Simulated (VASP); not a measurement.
Here is a VASP 6.6.1 calculation.

The input INCAR:

```
ALGO = Fast
EDIFF = 1E-6
ENCUT = 520
GGA = PS
ISIF = 2
ISMEAR = 0
LASPH = True
LCHARG = False
LREAL = False
LWAVE = False
NBANDS = 17
NELM = 60
PREC = Accurate
SIGMA = 0.1
```

File KPOINTS:

```
k-points
0
Gamma
  12 12 10
```

Contents of POSCAR:

```
Sr
1.0
    2.9283402051      2.9283402051      0.0000000000
   -2.9283402051      2.9283402051      0.0000000000
    0.0000000000      0.0000000000      5.9973387671
Sr
2
Direct
    0.0000000000      0.0000000000      0.0000000000
    0.5000000000      0.5000000000      0.5000000000
```

Potentials or basis: VASP PAW PBE potentials, release 64 (Sr_sv).

Command:

```bash
$ cat potpaw_PBE.64/Sr_sv/POTCAR > POTCAR
$ mpirun -np 1 vasp_std > vasp.out
```

(1) Estimate the band gap on the k mesh.

(2) What does it give for the pressure?

Answers

(1) zero (bands 10 and 11 overlap by 0.02 eV).

(2) 0.1 GPa.

Caveat: the cell differs from its parent crystal (biaxial strain in the a-b plane: -1.0 %, then relaxed in part); the PAW data sets were made with another functional, which shifts forces and pressure a little.
